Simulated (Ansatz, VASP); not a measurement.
# CdS in VASP and in Ansatz

```xyz
2
Lattice="2.9165 2.9165 0.0000 -2.9165 2.9165 0.0000 0.0000 2.9165 2.9165" Properties=species:S:1:pos:R:3 pbc="T T T"
Cd    0.0000    0.0000    0.0000
S     1.4583    4.3748    1.4583
```

Alike in both runs: task relaxation of cell and atoms; functional PBEsol; k mesh 12 × 12 × 12; occupations fermi-dirac, width 0.1 eV; no spin polarisation.

|  | VASP | Ansatz |
| --- | --- | --- |
| version | VASP 6.6.1 | Ansatz 0.2.0 |
| potentials or method | VASP PAW PBE potentials, release 64 (Cd, S) | PAW with Ansatz's default frozen-core files, scalar-relativistic |
| plane-wave cutoff (eV) | 600 | 420 |
| valence electrons in the cell | 18 | 26 |

Ansatz gave:

| Item | Value |
| --- | --- |
| relaxed volume (Å³/atom) | 24.70 |
| relaxed cell length with the largest relative difference (Å) | 4.119 |

What did VASP give for the same quantities?

Relaxed volume (Å³/atom): 24.84; relaxed cell length with the largest relative difference (Å): 4.126.

VASP's potentials were made for PBE, not for PBEsol. VASP's potentials hold 18 valence electrons a cell and Ansatz's 26, so a difference there can come from the potentials and not from the codes.
